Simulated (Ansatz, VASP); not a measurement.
**Ir in VASP and in Ansatz**

Contents of INCAR:

```
ALGO = Fast ; EDIFF = 1E-6
ENCUT = 520 ; GGA = CA
ISIF = 2 ; ISMEAR = 0
LASPH = T ; LCHARG = F
LREAL = F ; LWAVE = F
NBANDS = 16 ; NELM = 80
PREC = Accurate ; SIGMA = 0.15
```

KPOINTS

```
k-points
0
Gamma
  16 16 12
```

POSCAR

```
Ir
1.0
    0.0000000000     -1.9054060557     -1.9054060557
    0.0000000000      1.9054060557     -1.9054060557
    3.8108121114      0.0000000000      0.0000000000
Ir
2
Direct
    0.5050382962      0.4949617038      0.4719219954
   -0.0050382962      0.0050382962      0.0280780046
```

Input for Ansatz:

```yaml
crystal:
  lattice:
    - [0.0, -1.9054060557, -1.9054060557]
    - [0.0, 1.9054060557, -1.9054060557]
    - [3.8108121114, 0.0, 0.0]
  atoms:
    - { symbol: Ir, position: [0.5050382962, 0.4949617038, 0.4719219954] }
    - { symbol: Ir, position: [-0.0050382962, 0.0050382962, 0.0280780046] }
basis:
  ecutwfc: 420
kpoints:
  mp_grid: { grid: [16, 16, 12] }
hamiltonian:
  xc: lda
  pseudopotentials: { kind: paw, azcp: { folder: soft_1 } }
scf:
  occupations: { method: gaussian, width: 0.15 }
output:
  forces: true
  stress: true
  eigenvalues: true
```

Change from the starting cell: mode 4 frozen in at -0.019 Å and mode 6 at -0.107 Å (largest displacements).

Alike in both runs: task single point; functional LDA; k mesh 16 × 16 × 12; occupations gaussian, width 0.15 eV; no spin polarisation.

|  | VASP | Ansatz |
| --- | --- | --- |
| version | VASP 6.6.1 | Ansatz 0.2.0 |
| potentials or method | VASP PAW LDA potentials, release 64 (Ir), cutoff 520 eV | scalar-relativistic, plane waves, PAW |
| valence electrons in the cell | 18 | 34 |

```csv
,VASP,Ansatz,Ansatz less VASP
gap on the k mesh at the Fermi level (eV),none,none,-
pressure (GPa),12.9,10.0,-2.90
"traceless stress, the component that is largest in VASP (GPa)",3.07,3.05,-0.019
rms of the force components (eV/Å),1.909,1.849,-0.0605
```

Ansatz warns that its potentials were made for another functional, while VASP's fit it. LDA's correlation is that of Perdew and Zunger in VASP and of Perdew and Wang (1992) in Ansatz. Atom by atom the forces differ by 0.061 eV/Å (rms over components). A gap of «none» marks a metal or a gap that the smearing closes. VASP's potentials hold 18 valence electrons a cell and Ansatz's 34, so a difference there can come from the potentials and not from the codes.

Neither program's run includes spin-orbit coupling.
